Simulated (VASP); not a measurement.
Input of a VASP 6.6.1 run:

Contents of POSCAR:

```
SiO2
1.0
    7.1600000000      0.0000000000      0.0000000000
    0.0000000000      7.1600000000      0.0000000000
    0.0000000000      0.0000000000      7.1600000000
Si O
8 16
Direct
    0.2807082848      0.2807082848      0.2807082848
    0.2192917152      0.7192917152      0.7807082848
    0.7807082848      0.2192917152      0.7192917152
    0.7192917152      0.7807082848      0.2192917152
    1.0205837200      1.0205837200      1.0205837200
    0.4794162800     -0.0205837200      0.5205837200
    0.5205837200      0.4794162800     -0.0205837200
   -0.0205837200      0.5205837200      0.4794162800
    0.1505389601      0.1505389601      0.1505389601
    0.3494610399      0.8494610399      0.6505389601
    0.6505389601      0.3494610399      0.8494610399
    0.8494610399      0.6505389601      0.3494610399
    0.6398190174      0.6615813758      0.0434329310
    0.8601809826      0.3384186242      0.5434329310
    0.1398190174      0.8384186242      0.9565670690
    0.3601809826      0.1615813758      0.4565670690
    0.0434329310      0.6398190174      0.6615813758
    0.5434329310      0.8601809826      0.3384186242
    0.9565670690      0.1398190174      0.8384186242
    0.4565670690      0.3601809826      0.1615813758
    0.6615813758      0.0434329310      0.6398190174
    0.3384186242      0.5434329310      0.8601809826
    0.8384186242      0.9565670690      0.1398190174
    0.1615813758      0.4565670690      0.3601809826
```

The input INCAR.step1:

```
SYSTEM = SiO2
  ALGO = Normal
  EDIFF = 1E-4
  ENCUT = 520
  GGA = PE
  ISMEAR = -1
  LASPH = .True.
  LCHARG = .False.
  LREAL = Auto
  LWAVE = .True.
  NBANDS = 82
  NELM = 80
  PREC = Accurate
  SIGMA = 0.02
```

The input INCAR.step2:

```
SYSTEM = SiO2
  ALGO = Normal
  EDIFF = 1E-8
  ENCUT = 520
  ISIF = 2
  ISMEAR = -1
  ISTART = 1
  LASPH = .True.
  LCHARG = .False.
  LEFG = .True.
  LMIXTAU = .True.
  LREAL = Auto
  LWAVE = .False.
  METAGGA = R2SCAN
  NBANDS = 82
  NELM = 80
  PREC = Accurate
  SIGMA = 0.02
```

File KPOINTS:

```
k-points
0
Gamma
  4 4 4
  0 0 0
```

Potentials or basis: VASP PAW PBE potentials, release 64 (Si, O).

The run is started by

```console
$ cat potpaw_PBE.64/Si/POTCAR potpaw_PBE.64/O/POTCAR > POTCAR
$ cp INCAR.step1 INCAR
$ mpirun -np 1 vasp_std > vasp.out
$ cp INCAR.step2 INCAR
$ mpirun -np 1 vasp_std > vasp.out
```

(1) Estimate the largest force.

(2) What does it give for the band gap on the k mesh?

Results:

(1) 0.255 eV/Å.

(2) 6.29 eV.

Caveat: the cell stands under tension; without QUAD_EFG the Cq values of the log hold for a quadrupole moment of 1 mb, not for the nuclei; the PAW data sets were made with another functional, which shifts forces and pressure a little.
